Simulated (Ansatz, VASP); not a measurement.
# Two plane-wave programs on InPd

```
In Pd
1.0
     0.00000    2.79993    2.79993
     2.79993    0.00000    2.79993
     2.79993    2.79993    0.00000
In Pd
1 1
Direct
  0.00000 0.00000 0.00000
  0.50000 0.50000 0.50000
```

Alike in both runs: task single point; functional PBE; k mesh 8 × 8 × 8; occupations fermi-dirac, width 0.05 eV; no spin polarisation.

|  | VASP | Ansatz |
| --- | --- | --- |
| version | VASP 6.6.1 | Ansatz 0.2.0 |
| potentials or method | VASP PAW PBE potentials, release 64 (In_d, Pd) | Ansatz PAW soft_1 |
| plane-wave cutoff (eV) | 520 | 420 |
| valence electrons in the cell | 23 | 31 |

```tsv
	VASP	Ansatz	Ansatz less VASP
gap on the k mesh at the Fermi level (eV)	none	none	-
pressure (GPa)	-4.1	-4.1	-0.02
```

A gap of «none» marks a metal or a gap that the smearing closes. VASP's potentials hold 23 valence electrons a cell and Ansatz's 31, so a difference there can come from the potentials and not from the codes.
